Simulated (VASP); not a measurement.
# BaOs3 (Pm-3m) in VASP: a series of runs

The runs below take BaOs3 through single point, with PBEsol.

Program: VASP 6.6.1. These are calculated values, not measurements. Logs are shortened: lines on timing, memory, paths and dates and some standing lists are left out, and cuts for length are marked.

### 1 The cell of the first run

Symmetry: Pm-3m, No. 221, cubic system. The conventional cell has a = 4.057 Å, b = 4.057 Å, c = 4.057 Å, α = 90.00°, β = 90.00°, γ = 90.00°. Within 3.8 Å of Ba (site symmetry m-3m) lie 12 Os at 2.87 Å. Within 3.8 Å of Os (site symmetry 4/mmm) lie 4 Ba at 2.87 Å and 8 Os at 2.87 Å.

### 2 Single point, PBEsol (16.69 Å³/atom)

Contents of INCAR:

```
  PREC = Accurate
  ENCUT = 520
  EDIFF = 1E-7
  ISMEAR = 0
  SIGMA = 0.05
  LREAL = F
  LASPH = T
  NELM = 100
  ALGO = Fast
  ISIF = 2
  LWAVE = F
  LCHARG = F
  GGA = PS
  NBANDS = 25
```

Contents of KPOINTS:

```
Automatic mesh
0
Gamma
  8 8 8
```

Contents of POSCAR:

```
BaOs3
1.0
    4.0569526593      0.0000000000      0.0000000000
    0.0000000000      4.0569526593      0.0000000000
    0.0000000000      0.0000000000      4.0569526593
Ba Os
1 3
Direct
    0.0000000000      0.0000000000      0.0000000000
    0.0000000000      0.5000000000      0.5000000000
    0.5000000000      0.5000000000      0.0000000000
    0.5000000000      0.0000000000      0.5000000000
```

Potentials or basis: VASP PAW PBE potentials, release 64 (Ba_sv, Os).

Started as:

```bash
> cat potpaw_PBE.64/Ba_sv/POTCAR potpaw_PBE.64/Os/POTCAR > POTCAR
> mpirun -np 1 vasp_std > vasp.out
```

OUTCAR:

```text
PREC = Accurate
   ENCUT = 520
   EDIFF = 1E-7
   ISMEAR = 0
   LREAL = F
   LASPH = T
   NELM = 100
   ISIF = 2
   GGA = PS

 ion  position               nearest neighbor table
   1  0.000  0.000  0.000-   2 2.87   3 2.87   4 2.87   2 2.87   4 2.87   2 2.87   3 2.87   2 2.87
                             3 2.87   4 2.87   4 2.87   3 2.87
   2  0.000  0.500  0.500-   1 2.87   3 2.87   4 2.87   1 2.87   3 2.87   1 2.87   4 2.87   1 2.87
                             3 2.87   4 2.87   3 2.87   4 2.87
   3  0.500  0.500  0.000-   1 2.87   2 2.87   4 2.87   2 2.87   4 2.87   1 2.87   4 2.87   4 2.87
                             1 2.87   2 2.87   2 2.87   1 2.87
   4  0.500  0.000  0.500-   1 2.87   2 2.87   3 2.87   1 2.87   3 2.87   2 2.87   3 2.87   3 2.87
                             1 2.87   2 2.87   1 2.87   2 2.87

  LATTYP: Found a simple cubic cell.
 ALAT       =     4.0569526593

  Lattice vectors:

 A1 = (   4.0569526593,   0.0000000000,   0.0000000000)
 A2 = (   0.0000000000,   4.0569526593,   0.0000000000)
 A3 = (   0.0000000000,   0.0000000000,   4.0569526593)

Analysis of symmetry for initial positions (statically):
=====================================================================
 Subroutine PRICEL returns:
 Original cell was already a primitive cell.

 Routine SETGRP: Setting up the symmetry group for a
 simple cubic supercell.

 Subroutine GETGRP returns: Found 48 space group operations
 (whereof 48 operations were pure point group operations)
 out of a pool of 48 trial point group operations.

The static configuration has the point symmetry O_h .

Analysis of symmetry for dynamics (positions and initial velocities):
=====================================================================
 Subroutine PRICEL returns:
 Original cell was already a primitive cell.

 Routine SETGRP: Setting up the symmetry group for a
 simple cubic supercell.

 Subroutine GETGRP returns: Found 48 space group operations
 (whereof 48 operations were pure point group operations)
 out of a pool of 48 trial point group operations.

The dynamic configuration has the point symmetry O_h .

 Subroutine INISYM returns: Found 48 space group operations
 (whereof 48 operations are pure point group operations),
 and found     1 'primitive' translations

----------------------------------------------------------------------------------------

                                     Primitive cell

  volume of cell :      66.7728

  direct lattice vectors                    reciprocal lattice vectors
     4.056952659  0.000000000  0.000000000     0.246490429  0.000000000  0.000000000
[... 93 lines left out ...]
   NSW    =      0    number of steps for IOM
   IBRION =     -1    ionic relax: 0-MD 1-quasi-New 2-CG
   NFREE  =      0    steps in history (QN), initial steepest desc. (CG)
   ISIF   =      2    stress and relaxation
   ISYM   =      2    0-nonsym 1-usesym 2-fastsym
   POTIM  = 0.5000    time-step for ionic-motion
   TEBEG  =    0.0;   TEEND  =   0.0 temperature during run
   PSTRESS=    0.0 pullay stress
   NELECT =      34.0000    total number of electrons
   NUPDOWN=      -1.0000    fix difference up-down
   EMIN   =  10.00;   EMAX   =-10.00  energy-range for DOS
   EFERMI =   0.00;   METHOD = LEGACY
   ISMEAR =     0;   SIGMA  =   0.05  broadening in eV -4-tet -1-fermi 0-gaus
   EFERMI_NEDOS =   21; number of points for ismear=-14 and -15
   IALGO  =     68    algorithm
   IMIX   =      4    mixing-type and parameters
     AMIX     =   0.40;   BMIX     =  1.00
     AMIX_MAG =   1.60;   BMIX_MAG =  1.00
  volume/ion in A,a.u.               =      16.69       112.65
  Fermi-wavevector in a.u.,A,eV,Ry     =   1.307278  2.470397 23.252017  1.708975
  Thomas-Fermi vector in A             =   2.438023
   LORBIT       =      0    0 simple, 1 ext, 2 COOP (PROOUT), +10 PAW based schemes
   GGA     = PS    functional components
   LHFCALC =     F    Hartree Fock is set to
   AEXX    =    0.0000 exact exchange contribution
   IVDW    =     0    specifies the selected vdW correction
   LEPSILON=     F    determine dielectric tensor
   LRPA    =     F    only Hartree local field effects (RPA)
 non-spin polarized calculation
 RMM-DIIS sequential band-by-band and
 Gauss-broadening in eV      SIGMA  =   0.05
  energy-cutoff  :      520.00
  volume of cell :       66.77
 maximum number of plane-waves:      1856
   NGX = 15   NGY = 15   NGZ = 15

 number of electron      33.9999993 magnetization

 Free energy of the ion-electron system (eV)
  ---------------------------------------------------
  ext. energy  EPLUGINS =         0.00000000
  ---------------------------------------------------
  free energy    TOTEN  =       -31.06651350 eV

  energy without entropy =      -31.05572846  energy(sigma->0) =      -31.06112098

 E-fermi :   6.9693     XC(G=0): -13.1218

 val. band max:        6.9673653239   @ k =   0.5000   0.1250   0.0000
 cond. band min:       6.9698916758   @ k =   0.5000   0.5000   0.0000
 fundamental gap:      0.0025263519
 Fermi energy:         6.9693479972

 k-point     1 :       0.0000    0.0000    0.0000
  band No.  band energies     occupation
      1     -19.2122      2.00000
      2      -4.6147      2.00000
      3      -4.6147      2.00000
      4      -4.6147      2.00000
      5      -0.6233      2.00000
      6       1.3175      2.00000
[... 661 lines left out ...]
     24      12.4779      0.00000
     25      12.7172      0.00000

 [... further k-points ...]

------------------------ aborting loop because EDIFF is reached ----------------------------------------

  FORCE on cell =-STRESS in cart. coord.  units (eV):
  Direction    XX          YY          ZZ          XY          YZ          ZX
  --------------------------------------------------------------------------------------
  -------------------------------------------------------------------------------------
  Total        6.1001781      6.1001781      6.1001781     -0.0000000     -0.0000000     -0.0000000
  in kB      146.3704068    146.3704068    146.3704068     -0.0000000     -0.0000000     -0.0000000
  external PRESSURE =     146.3704068 kB  Pullay stress =       0.0000000 kB

 VOLUME and BASIS-vectors are now :
 -----------------------------------------------------------------------------
  energy-cutoff  :      520.00
  volume of cell :       66.77
      direct lattice vectors                 reciprocal lattice vectors
     4.056952659  0.000000000  0.000000000     0.246490429  0.000000000  0.000000000
     0.000000000  4.056952659  0.000000000     0.000000000  0.246490429  0.000000000
     0.000000000  0.000000000  4.056952659     0.000000000  0.000000000  0.246490429

 POSITION                                       TOTAL-FORCE (eV/Angst)
 -----------------------------------------------------------------------------------
      0.00000      0.00000      0.00000         0.000000      0.000000      0.000000
      0.00000      2.02848      2.02848         0.000000      0.000000      0.000000
      2.02848      2.02848      0.00000         0.000000      0.000000      0.000000
      2.02848      0.00000      2.02848         0.000000      0.000000      0.000000
 -----------------------------------------------------------------------------------
    total drift:                                0.000000      0.000000     -0.000000

  FREE ENERGIE OF THE ION-ELECTRON SYSTEM (eV)
  ---------------------------------------------------
  free  energy   TOTEN  =       -31.0665134971 eV

  energy  without entropy=      -31.0557284566  energy(sigma->0) =      -31.06112098
```

Run time: 71 s. Hardware: 1 thread of Intel Xeon Platinum 8259CL at 2.50GHz (Skylake/Cascade Lake), shared host; peak memory 0.2 GiB.

What came out:

```
Free energy            : -31.0665 eV
Pressure               : 14.6 GPa
Band gap on the k mesh : zero (bands 17 and 18 overlap by 2.36 eV)
```

Levels at points of the mesh, in eV from the Fermi level:
```csv
k point,band 14,band 15,band 16,band 17,band 18,band 19,band 20,band 21
"(0.00, 0.00, 0.00)",-1.32,0.79,0.79,2.10,2.69,2.69,2.69,4.62
"(0.50, 0.00, 0.00)",-1.74,-1.04,-0.65,0.23,0.23,0.47,1.08,2.69
"(0.50, 0.50, 0.00)",-1.38,-1.01,-0.01,-0.01,0.00,0.01,0.01,0.11
"(0.50, 0.50, 0.50)",-1.48,-0.67,-0.67,-0.29,2.15,2.15,2.15,5.00
```

Caveat: the cell stands under pressure; the PAW data sets were made with another functional, which shifts forces and pressure a little; spin-orbit coupling is left out, which moves the levels of the heavy elements.

### 3 Single point, PBEsol (17.04 Å³/atom)

This run uses another cell than the first one, of 17.04 Å³/atom.

Contents of INCAR:

```
SYSTEM = BaOs3
ALGO = Fast
EDIFF = 1E-6
ENCUT = 520
GGA = PS
ISIF = 2
ISMEAR = 0
LASPH = .TRUE.
LCHARG = .TRUE.
LELF = .TRUE.
LREAL = .FALSE.
LVHAR = .TRUE.
LWAVE = .FALSE.
NBANDS = 25
NELM = 60
PREC = Accurate
SIGMA = 0.05
```

Contents of KPOINTS:

```
k-points
0
G
  8 8 8
  0 0 0
```

Contents of POSCAR:

```
BaOs3
1.0
    4.0849325274      0.0000000000      0.0000000000
    0.0000000000      4.0849325274      0.0000000000
    0.0000000000      0.0000000000      4.0849325274
Ba Os
1 3
Direct
    0.0000000000      0.0000000000      0.0000000000
    0.0000000000      0.5000000000      0.5000000000
    0.5000000000      0.5000000000      0.0000000000
    0.5000000000      0.0000000000      0.5000000000
```

Potentials or basis: VASP PAW PBE potentials, release 64 (Ba_sv, Os).

Started as:

```bash
> cat potpaw_PBE.64/Ba_sv/POTCAR potpaw_PBE.64/Os/POTCAR > POTCAR
> mpirun -np 1 vasp_std > vasp.out
```

OUTCAR:

```text
SYSTEM = BaOs3
   EDIFF = 1E-6
   ENCUT = 520
   GGA = PS
   ISIF = 2
   ISMEAR = 0
   LASPH = .TRUE.
   LREAL = .FALSE.
   NELM = 60
   PREC = Accurate

 ion  position               nearest neighbor table
   1  0.000  0.000  0.000-   2 2.89   3 2.89   4 2.89   2 2.89   4 2.89   2 2.89   3 2.89   2 2.89
                             3 2.89   4 2.89   4 2.89   3 2.89
   2  0.000  0.500  0.500-   1 2.89   3 2.89   4 2.89   1 2.89   3 2.89   1 2.89   4 2.89   1 2.89
                             3 2.89   4 2.89   3 2.89   4 2.89
[... 878 lines left out ...]
  --------------------------------------------------------------------------------------
  -------------------------------------------------------------------------------------
  Total        4.2895545      4.2895545      4.2895545     -0.0000000     -0.0000000     -0.0000000
  in kB      100.8249722    100.8249722    100.8249722     -0.0000000     -0.0000000     -0.0000000
  external PRESSURE =     100.8249722 kB  Pullay stress =       0.0000000 kB

 VOLUME and BASIS-vectors are now :
 -----------------------------------------------------------------------------
  energy-cutoff  :      520.00
  volume of cell :       68.16
      direct lattice vectors                 reciprocal lattice vectors
     4.084932527  0.000000000  0.000000000     0.244802085  0.000000000  0.000000000
     0.000000000  4.084932527  0.000000000     0.000000000  0.244802085  0.000000000
     0.000000000  0.000000000  4.084932527     0.000000000  0.000000000  0.244802085

 POSITION                                       TOTAL-FORCE (eV/Angst)
 -----------------------------------------------------------------------------------
      0.00000      0.00000      0.00000         0.000000      0.000000      0.000000
      0.00000      2.04247      2.04247         0.000000      0.000000      0.000000
      2.04247      2.04247      0.00000         0.000000      0.000000      0.000000
      2.04247      0.00000      2.04247         0.000000      0.000000      0.000000
 -----------------------------------------------------------------------------------
    total drift:                                0.000000      0.000000     -0.000000

  FREE ENERGIE OF THE ION-ELECTRON SYSTEM (eV)
  ---------------------------------------------------
  free  energy   TOTEN  =       -31.1741792753 eV

  energy  without entropy=      -31.1639417878  energy(sigma->0) =      -31.16906053
```

It took 59 s on 1 thread of Intel Xeon Platinum 8259CL at 2.50GHz (Skylake/Cascade Lake), shared host; peak memory 0.2 GiB.

What came out:

```
Free energy            : -31.1742 eV
Pressure               : 10.1 GPa
Band gap on the k mesh : zero (bands 17 and 18 overlap by 2.27 eV)
```

Caveat: the cell stands under pressure; the PAW data sets were made with another functional, which shifts forces and pressure a little; spin-orbit coupling is left out, which moves the levels of the heavy elements.
